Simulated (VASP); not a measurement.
# CO2 (Cmce) in VASP: notebook

CO2 is run at these levels: PBEsol; tasks: single point.

All numbers are computed with VASP 6.6.1; they aren't measurements. Logs are shortened: lines on timing, memory, paths and dates and some standing lists are left out, and cuts for length are marked.

## (1) The cell of the first run

Symmetry: Cmce, No. 64, orthorhombic system. The conventional cell has a = 4.730 Å, b = 4.329 Å, c = 6.007 Å, α = 90.00°, β = 90.00°, γ = 90.00°. C (site symmetry 2/m) has 2 O at 1.16 Å within 1.6 Å. O (site symmetry m) has 1 C at 1.16 Å within 1.6 Å.

## (2) Single point, PBEsol

File INCAR:

```
PREC = Accurate
ENCUT = 520
EDIFF = 1E-6
ISMEAR = 0
SIGMA = 0.1
LREAL = False
LASPH = True
NELM = 80
ALGO = Normal
ISIF = 2
LWAVE = False
LCHARG = False
GGA = PS
NBANDS = 25
```

File KPOINTS:

```
Automatic mesh
0
Gamma
  6 6 4
```

File POSCAR:

```
CO2
1.0
    2.3650201683     -2.1646344637      0.0000000000
    2.3650201683      2.1646344637      0.0000000000
    0.0000000000      0.0000000000      6.0074308141
C O
2 4
Direct
    0.0000000000      0.0000000000      0.0000000000
    0.5000000000      0.5000000000      0.5000000000
    0.7842012698      0.2157987302      0.8848230406
    0.2157987302      0.7842012698      0.1151769594
    0.7157987302      0.2842012698      0.3848230406
    0.2842012698      0.7157987302      0.6151769594
```

Potentials or basis: VASP PAW PBE potentials, release 64 (C, O).

The run is started by

```console
$ cat potpaw_PBE.64/C/POTCAR potpaw_PBE.64/O/POTCAR > POTCAR
$ mpirun -np 1 vasp_std > vasp.out
```

OUTCAR:

```text
PREC = Accurate
   ENCUT = 520
   EDIFF = 1E-6
   ISMEAR = 0
   LREAL = False
   LASPH = True
   NELM = 80
   ISIF = 2
   GGA = PS

 ion  position               nearest neighbor table
   1  0.000  0.000  0.000-   3 1.16   4 1.16
   2  0.500  0.500  0.500-   5 1.16   6 1.16
   3  0.784  0.216  0.885-   1 1.16
   4  0.216  0.784  0.115-   1 1.16
   5  0.716  0.284  0.385-   2 1.16
   6  0.284  0.716  0.615-   2 1.16

  LATTYP: Found a base centered orthorhombic cell.
 ALAT       =     4.3292689274
 B/A-ratio  =     1.0925725373
 C/A-ratio  =     1.3876317029

  Lattice vectors:

 A1 = (  -2.3650201683,  -2.1646344637,   0.0000000000)
 A2 = (   2.3650201683,  -2.1646344637,   0.0000000000)
 A3 = (   0.0000000000,   0.0000000000,   6.0074308141)

Analysis of symmetry for initial positions (statically):
=====================================================================
 Subroutine PRICEL returns:
 Original cell was already a primitive cell.

 Routine SETGRP: Setting up the symmetry group for a
 base centered orthorhombic supercell.

 Subroutine GETGRP returns: Found  8 space group operations
 (whereof  4 operations were pure point group operations)
 out of a pool of  8 trial point group operations.

The static configuration has the point symmetry C_2h.
 The point group associated with its full space group is D_2h.

Analysis of symmetry for dynamics (positions and initial velocities):
=====================================================================
 Subroutine PRICEL returns:
 Original cell was already a primitive cell.

 Routine SETGRP: Setting up the symmetry group for a
 base centered orthorhombic supercell.

 Subroutine GETGRP returns: Found  8 space group operations
 (whereof  4 operations were pure point group operations)
 out of a pool of  8 trial point group operations.

The dynamic configuration has the point symmetry C_2h.
 The point group associated with its full space group is D_2h.

 Subroutine INISYM returns: Found  8 space group operations
 (whereof  4 operations are pure point group operations),
 and found     1 'primitive' translations

----------------------------------------------------------------------------------------

                                     Primitive cell

  volume of cell :      61.5089

  direct lattice vectors                    reciprocal lattice vectors
     2.365020168 -2.164634464  0.000000000     0.211414688 -0.230985882  0.000000000
     2.365020168  2.164634464  0.000000000     0.211414688  0.230985882  0.000000000
     0.000000000  0.000000000  6.007430814     0.000000000  0.000000000  0.166460510

  length of vectors
     3.206082151  3.206082151  6.007430814     0.313130400  0.313130400  0.166460510

  position of ions in fractional coordinates (direct lattice)
     0.000000000  0.000000000  0.000000000
     0.500000000  0.500000000  0.500000000
     0.784201270  0.215798730  0.884823041
     0.215798730  0.784201270  0.115176959
     0.715798730  0.284201270  0.384823041
     0.284201270  0.715798730  0.615176959

  ion indices of the primitive-cell ions
   primitive index   ion index
                 1           1
                 2           2
                 3           3
                 4           4
                 5           5
                 6           6

----------------------------------------------------------------------------------------

 KPOINTS: Automatic mesh

Automatic generation of k-mesh.
 Grid dimensions read from file:
 generate k-points for:    6    6    4

 Generating k-lattice:

  Cartesian coordinates                     Fractional coordinates (reciprocal lattice)
     0.035235781 -0.038497647  0.000000000     0.166666667  0.000000000  0.000000000
     0.035235781  0.038497647  0.000000000     0.000000000  0.166666667  0.000000000
     0.000000000  0.000000000  0.041615128     0.000000000  0.000000000  0.250000000

  Length of vectors
     0.052188400  0.052188400  0.041615128

  Shift w.r.t. Gamma in fractional coordinates (k-lattice)
     0.000000000  0.000000000  0.000000000

 Subroutine IBZKPT returns following result:
 ===========================================

 Found     39 irreducible k-points:

 Following reciprocal coordinates:
            Coordinates               Weight
  0.000000  0.000000  0.000000      1.000000
  0.166667 -0.000000  0.000000      4.000000
  0.333333 -0.000000  0.000000      4.000000
  0.500000 -0.000000  0.000000      2.000000
  0.166667  0.166667  0.000000      2.000000
  0.333333  0.166667  0.000000      4.000000
[... 16 lines left out ...]
  0.333333  0.333333  0.250000      4.000000
  0.500000  0.333333  0.250000      8.000000
 [... further k-points ...]
   k-points           NKPTS =     39   k-points in BZ     NKDIM =     39   number of bands    NBANDS=     25
   number of dos      NEDOS =    301   number of ions     NIONS =      6
   total plane-waves  NPLWV =  27648
   dimension x,y,z NGX =    24 NGY =   24 NGZ =   48
   dimension x,y,z NGXF=    48 NGYF=   48 NGZF=   96
   ions per type =               2   4
   NGX,Y,Z   is equivalent  to a cutoff of  12.44, 12.44, 13.28 a.u.
   NGXF,Y,Z  is equivalent  to a cutoff of  24.89, 24.89, 26.57 a.u.
 SYSTEM =  unknown system
   PREC   = accura    normal or accurate (medium, high low for compatibility)
   ISTART =      0    job   : 0-new  1-cont  2-samecut
   ICHARG =      2    charge: 1-file 2-atom 10-const
   ISPIN  =      1    spin polarized calculation?
   LNONCOLLINEAR =      F non collinear calculations
   LSORBIT =      F    spin-orbit coupling
   LASPH  =      T    aspherical Exc in radial PAW
   ENCUT  =  520.0 eV  38.22 Ry    6.18 a.u.   5.96  5.96 11.17*2*pi/ulx,y,z
   NELM   =     80;   NELMIN=  2; NELMDL= -5     # of ELM steps
   EDIFF  = 0.1E-05   stopping-criterion for ELM
   LREAL  =      F    real-space projection
   EDIFFG = 0.1E-04   stopping-criterion for IOM
   NSW    =      0    number of steps for IOM
   IBRION =     -1    ionic relax: 0-MD 1-quasi-New 2-CG
   NFREE  =      0    steps in history (QN), initial steepest desc. (CG)
   ISIF   =      2    stress and relaxation
   ISYM   =      2    0-nonsym 1-usesym 2-fastsym
   POTIM  = 0.5000    time-step for ionic-motion
   TEBEG  =    0.0;   TEEND  =   0.0 temperature during run
   PSTRESS=    0.0 pullay stress
   NELECT =      32.0000    total number of electrons
   NUPDOWN=      -1.0000    fix difference up-down
   EMIN   =  10.00;   EMAX   =-10.00  energy-range for DOS
   EFERMI =   0.00;   METHOD = LEGACY
   ISMEAR =     0;   SIGMA  =   0.10  broadening in eV -4-tet -1-fermi 0-gaus
   EFERMI_NEDOS =   21; number of points for ismear=-14 and -15
   IALGO  =     38    algorithm
   IMIX   =      4    mixing-type and parameters
     AMIX     =   0.40;   BMIX     =  1.00
     AMIX_MAG =   1.60;   BMIX_MAG =  1.00
  volume/ion in A,a.u.               =      10.25        69.18
  Fermi-wavevector in a.u.,A,eV,Ry     =   1.316676  2.488156 23.587528  1.733634
  Thomas-Fermi vector in A             =   2.446771
   LORBIT       =      0    0 simple, 1 ext, 2 COOP (PROOUT), +10 PAW based schemes
   GGA     = PS    functional components
   LHFCALC =     F    Hartree Fock is set to
   AEXX    =    0.0000 exact exchange contribution
   IVDW    =     0    specifies the selected vdW correction
   LEPSILON=     F    determine dielectric tensor
   LRPA    =     F    only Hartree local field effects (RPA)
 non-spin polarized calculation
 Gauss-broadening in eV      SIGMA  =   0.10
  energy-cutoff  :      520.00
  volume of cell :       61.51
 maximum number of plane-waves:      1680
   NGX = 11   NGY = 11   NGZ = 23

 number of electron      32.0000015 magnetization

 Free energy of the ion-electron system (eV)
  ---------------------------------------------------
  ext. energy  EPLUGINS =         0.00000000
  ---------------------------------------------------
  free energy    TOTEN  =       -47.06715593 eV

  energy without entropy =      -47.06715593  energy(sigma->0) =      -47.06715593

 E-fermi :  -0.2885     XC(G=0):  -9.9912

 val. band max:       -0.7835011903   @ k =   0.5000   0.5000   0.0000
 cond. band min:       5.2392222697   @ k =   0.0000   0.0000   0.0000
 fundamental gap:      6.0227234600
 Fermi energy:        -0.2884821361

 k-point     1 :       0.0000    0.0000    0.0000
  band No.  band energies     occupation
      1     -22.4240      2.00000
      2     -21.9563      2.00000
      3     -20.8810      2.00000
      4     -20.6434      2.00000
      5      -7.0890      2.00000
      6      -6.4064      2.00000
[... 17 lines left out ...]
     24      16.0007      0.00000
     25      16.7421      0.00000

 k-point     2 :       0.1667   -0.0000    0.0000
  band No.  band energies     occupation
      1     -22.3280      2.00000
      2     -21.9071      2.00000
      3     -20.8874      2.00000
      4     -20.6961      2.00000
      5      -7.2342      2.00000
      6      -6.3901      2.00000
[... 17 lines left out ...]
     24      15.3242      0.00000
     25      16.4414      0.00000

 k-point     3 :       0.3333   -0.0000    0.0000
  band No.  band energies     occupation
      1     -22.0894      2.00000
      2     -21.8196      2.00000
      3     -20.9114      2.00000
      4     -20.8258      2.00000
      5      -7.4058      2.00000
      6      -6.7413      2.00000
[... 552 lines left out ...]
 k-point    23 :       0.3333    0.3333    0.2500
  band No.  band energies     occupation
      1     -21.8753      2.00000
      2     -21.6741      2.00000
      3     -20.9124      2.00000
      4     -20.8901      2.00000
      5      -7.2949      2.00000
      6      -7.1040      2.00000
[... 17 lines left out ...]
     24      14.9190      0.00000
     25      15.2503      0.00000

 k-point    24 :       0.5000    0.3333    0.2500
  band No.  band energies     occupation
      1     -21.7484      2.00000
      2     -21.6269      2.00000
      3     -20.9444      2.00000
      4     -20.9334      2.00000
      5      -7.3511      2.00000
      6      -7.0463      2.00000
[... 17 lines left out ...]
     24      14.2190      0.00000
     25      14.6413      0.00000

 [... further k-points ...]

------------------------ aborting loop because EDIFF is reached ----------------------------------------

  FORCE on cell =-STRESS in cart. coord.  units (eV):
  Direction    XX          YY          ZZ          XY          YZ          ZX
  --------------------------------------------------------------------------------------
  -------------------------------------------------------------------------------------
  Total        3.2344069      5.4240826      4.4020959      0.0000000      0.0000000      0.0000000
  in kB       84.2494440    141.2858566    114.6652693      0.0000000      0.0000000      0.0000000
  external PRESSURE =     113.4001899 kB  Pullay stress =       0.0000000 kB

 VOLUME and BASIS-vectors are now :
 -----------------------------------------------------------------------------
  energy-cutoff  :      520.00
  volume of cell :       61.51
      direct lattice vectors                 reciprocal lattice vectors
     2.365020168 -2.164634464  0.000000000     0.211414688 -0.230985882  0.000000000
     2.365020168  2.164634464  0.000000000     0.211414688  0.230985882  0.000000000
     0.000000000  0.000000000  6.007430814     0.000000000  0.000000000  0.166460510

 POSITION                                       TOTAL-FORCE (eV/Angst)
 -----------------------------------------------------------------------------------
      0.00000      0.00000      0.00000        -0.000000     -0.000000      0.000000
      2.36502      0.00000      3.00372         0.000000     -0.000000      0.000000
      2.36502     -1.23038      5.31551        -0.000000      0.582483     -0.431973
      2.36502      1.23038      0.69192        -0.000000     -0.582483      0.431973
      2.36502     -0.93425      2.31180        -0.000000     -0.582483     -0.431973
      2.36502      0.93425      3.69563        -0.000000      0.582483      0.431973
 -----------------------------------------------------------------------------------
    total drift:                                0.000000     -0.000000     -0.000000

  FREE ENERGIE OF THE ION-ELECTRON SYSTEM (eV)
  ---------------------------------------------------
  free  energy   TOTEN  =       -47.0671559259 eV

  energy  without entropy=      -47.0671559259  energy(sigma->0) =      -47.06715593
```

It took 22 s on 1 thread of Intel Xeon Platinum 8488C (Sapphire Rapids), shared host; peak memory 0.18 GiB.

Results:

```yaml
Free_energy: -47.0672 eV
Pressure: 11.3 GPa
Largest_force: 0.725 eV/Å
Band_gap_on_the_k_mesh: 6.02 eV, indirect (least direct gap 7.05 eV)
```

Forces in eV/Å, atoms in the order of the input:
```
C    0.000  0.000  0.000
C    0.000  0.000  0.000
O    0.000  0.582 -0.432
O    0.000 -0.582  0.432
O    0.000 -0.582 -0.432
O    0.000  0.582  0.432
```

Stress tensor (GPa, compression positive):
```
 8.42  0.00  0.00
 0.00 14.13  0.00
 0.00  0.00 11.47
```

Caveat: the PAW data sets were made with another functional, which shifts forces and pressure a little. A k mesh can miss the band edges.

## (3) Single point, PBEsol

File INCAR:

```
SYSTEM = CO2
  PREC = Accurate
  ENCUT = 520
  EDIFF = 1E-6
  ISMEAR = 0
  SIGMA = 0.1
  LREAL = .False.
  LASPH = .True.
  NELM = 100
  ALGO = Normal
  ISIF = 2
  LWAVE = .False.
  LCHARG = .True.
  GGA = PS
  LELF = .True.
  LVHAR = .True.
  NBANDS = 25
```

File KPOINTS:

```
regular mesh
0
Gamma
  6 6 4
  0 0 0
```

POSCAR is that of step 2.

Potentials or basis: VASP PAW PBE potentials, release 64 (C, O).

The run is started by

```console
$ cat potpaw_PBE.64/C/POTCAR potpaw_PBE.64/O/POTCAR > POTCAR
$ mpirun -np 1 vasp_std > vasp.out
```

It took 25 s on 1 thread of Intel Xeon Platinum 8488C (Sapphire Rapids), shared host; peak memory 0.18 GiB.

It converged, with:

```
Free energy            : -47.0672 eV
Pressure               : 11.3 GPa
Largest force          : 0.725 eV/Å
Band gap on the k mesh : 6.02 eV, indirect (least direct gap 7.05 eV)
```

Forces on the atoms (eV/Å):
```
C    0.000  0.000  0.000
C    0.000  0.000  0.000
O    0.000  0.582 -0.432
O    0.000 -0.582  0.432
O    0.000 -0.582 -0.432
O    0.000  0.582  0.432
```

Stress tensor (GPa, compression positive):
```
 8.42  0.00  0.00
 0.00 14.13  0.00
 0.00  0.00 11.47
```

Levels at points of the mesh, in eV from the valence-band top:
```csv
k point,band 14,band 15,band 16,band 17,band 18,band 19
"(0.00, 0.00, 0.00)",-1.73,-1.07,-1.03,6.02,6.84,6.92
"(0.50, 0.00, 0.00)",-1.21,-0.47,-0.47,6.84,6.84,8.51
"(0.50, 0.50, 0.00)",-1.34,-0.68,0.00,7.23,8.98,9.15
"(0.00, 0.00, 0.50)",-1.38,-1.36,-1.36,6.57,6.57,7.70
"(0.50, 0.00, 0.50)",-1.35,-0.41,-0.41,6.99,6.99,8.60
"(0.50, 0.50, 0.50)",-1.35,-0.61,-0.61,8.24,8.24,9.05
```

Caveat: the PAW data sets were made with another functional, which shifts forces and pressure a little. As with any semilocal functional, this PBEsol gap is likely too small.

## (4) Single point, PBEsol

This run uses another cell than the first one, of 10.23 Å³/atom, 0.998 times its volume.

File INCAR:

```
SYSTEM = CO2
  ALGO = Normal
  EDIFF = 1E-6
  ENCUT = 520
  GGA = PS
  ISIF = 2
  ISMEAR = 0
  LASPH = .TRUE.
  LCHARG = .FALSE.
  LREAL = .FALSE.
  LWAVE = .FALSE.
  NBANDS = 25
  NELM = 100
  PREC = Accurate
  SIGMA = 0.01
```

File KPOINTS:

```
k-points
0
G
  8 8 4
  0 0 0
```

File POSCAR:

```
CO2
1.0
    2.3597517570     -2.1635385018      0.0000000000
    2.3597517570      2.1635385018      0.0000000000
    0.0000000000      0.0000000000      6.0106160071
C O
2 4
Direct
    0.0000000000      0.0000000000      0.0000000000
    0.5000000000      0.5000000000      0.5000000000
    0.7844431689      0.2155568311      0.8845530487
    0.2155568311      0.7844431689      0.1154469513
    0.7155568311      0.2844431689      0.3845530487
    0.2844431689      0.7155568311      0.6154469513
```

The run is started by

```console
$ cat potpaw_PBE.64/C/POTCAR potpaw_PBE.64/O/POTCAR > POTCAR
$ mpirun -np 1 vasp_std > vasp.out
```

It took 37 s on 1 thread of Intel Xeon Platinum 8488C (Sapphire Rapids), shared host; peak memory 0.2 GiB.

The run converged. Its results:

```yaml
Free_energy: -47.0595 eV
Pressure: 11.5 GPa
Largest_force: 0.726 eV/Å
Band_gap_on_the_k_mesh: 6.02 eV, indirect (least direct gap 7.05 eV)
```

Forces in eV/Å, atoms in the order of the input:
```
C    0.000  0.000  0.000
C    0.000  0.000  0.000
O    0.000  0.583 -0.432
O    0.000 -0.583  0.432
O    0.000 -0.583 -0.432
O    0.000  0.583  0.432
```

Stress tensor (GPa, compression positive):
```
 8.57  0.00  0.00
 0.00 14.21  0.00
 0.00  0.00 11.58
```

Levels at points of the mesh, in eV from the valence-band top:
| k point | band 13 | band 14 | band 15 | band 16 | band 17 | band 18 | band 19 | band 20 |
| --- | --- | --- | --- | --- | --- | --- | --- | --- |
| (0.00, 0.00, 0.00) | -1.74 | -1.74 | -1.08 | -1.03 | 6.02 | 6.85 | 6.91 | 7.15 |
| (0.50, 0.00, 0.00) | -1.21 | -1.21 | -0.47 | -0.47 | 6.83 | 6.83 | 8.52 | 8.52 |
| (0.50, 0.50, 0.00) | -1.92 | -1.35 | -0.69 | 0.00 | 7.22 | 8.98 | 9.15 | 9.28 |
| (0.00, 0.00, 0.50) | -1.38 | -1.38 | -1.37 | -1.37 | 6.56 | 6.56 | 7.69 | 7.69 |
| (0.50, 0.00, 0.50) | -1.35 | -1.35 | -0.41 | -0.41 | 6.99 | 6.99 | 8.61 | 8.61 |
| (0.50, 0.50, 0.50) | -1.35 | -1.35 | -0.62 | -0.62 | 8.24 | 8.24 | 9.05 | 9.05 |

Caveat: the PAW data sets were made with another functional, which shifts forces and pressure a little.

## (5) Single point, PBEsol

This run uses another cell than the first one, of 10.23 Å³/atom, 0.998 times its volume.

File INCAR:

```
SYSTEM = CO2
PREC = Accurate ; ENCUT = 520
EDIFF = 1E-7 ; ISMEAR = 0
SIGMA = 0.02 ; LREAL = .False.
LASPH = .True. ; NELM = 60
ALGO = Normal ; ISIF = 2
LWAVE = .False. ; LCHARG = .False.
GGA = PS ; NBANDS = 25
```

File KPOINTS:

```
Automatic mesh
0
Gamma
  8 8 4
  0 0 0
```

POSCAR is that of step 4.

The run is started by

```console
$ cat potpaw_PBE.64/C/POTCAR potpaw_PBE.64/O/POTCAR > POTCAR
$ mpirun -np 1 vasp_std > vasp.out
```

Wall time 34 s (1 thread of Intel Xeon Platinum 8488C (Sapphire Rapids), shared host); peak memory 0.21 GiB.

The run converged. Its results:

| Quantity | Value |
| --- | --- |
| Free energy | -47.0595 eV |
| Pressure | 11.5 GPa |
| Largest force | 0.726 eV/Å |
| Band gap on the k mesh | 6.02 eV, indirect (least direct gap 7.05 eV) |

Forces in eV/Å, atoms in the order of the input:
```
C    0.000  0.000  0.000
C    0.000  0.000  0.000
O    0.000  0.583 -0.432
O    0.000 -0.583  0.432
O    0.000 -0.583 -0.432
O    0.000  0.583  0.432
```

Stress tensor (GPa, compression positive):
```
 8.57  0.00  0.00
 0.00 14.21  0.00
 0.00  0.00 11.58
```

Levels at points of the mesh, in eV from the valence-band top:
| k point | band 13 | band 14 | band 15 | band 16 | band 17 | band 18 | band 19 | band 20 |
| --- | --- | --- | --- | --- | --- | --- | --- | --- |
| (0.00, 0.00, 0.00) | -1.74 | -1.74 | -1.08 | -1.03 | 6.02 | 6.85 | 6.91 | 7.15 |
| (0.50, 0.00, 0.00) | -1.21 | -1.21 | -0.47 | -0.47 | 6.83 | 6.83 | 8.52 | 8.52 |
| (0.50, 0.50, 0.00) | -1.92 | -1.35 | -0.69 | 0.00 | 7.22 | 8.98 | 9.15 | 9.28 |
| (0.00, 0.00, 0.50) | -1.38 | -1.38 | -1.37 | -1.37 | 6.56 | 6.56 | 7.69 | 7.69 |
| (0.50, 0.00, 0.50) | -1.35 | -1.35 | -0.41 | -0.41 | 6.99 | 6.99 | 8.61 | 8.61 |
| (0.50, 0.50, 0.50) | -1.35 | -1.35 | -0.62 | -0.62 | 8.24 | 8.24 | 9.05 | 9.05 |

Caveat: the PAW data sets were made with another functional, which shifts forces and pressure a little.

## (6) Overview

```tsv
cell	k mesh	smearing	gap on the mesh (eV)	pressure (GPa)	largest force (eV/Å)
a = 3.206, b = 3.206, c = 6.007 Å, angles 90.0, 90.0, 84.9°, 6 atoms	6 × 6 × 4	gaussian 0.1 eV	6.02	11.3	0.73
a = 3.201, b = 3.201, c = 6.011 Å, angles 90.0, 90.0, 85.0°, 6 atoms	8 × 8 × 4	gaussian 0.01 eV	6.02	11.5	0.73
a = 3.201, b = 3.201, c = 6.011 Å, angles 90.0, 90.0, 85.0°, 6 atoms	8 × 8 × 4	gaussian 0.02 eV	6.02	11.5	0.73
```

Alike in all rows: task single point; level PBEsol; potentials or basis VASP PAW PBE potentials, release 64 (C, O); no spin polarisation; cutoff (eV) 520.

Caveats: the PAW data sets were made with another functional, which shifts forces and pressure a little.

Absolute energies hang on the potentials; compare differences alone.
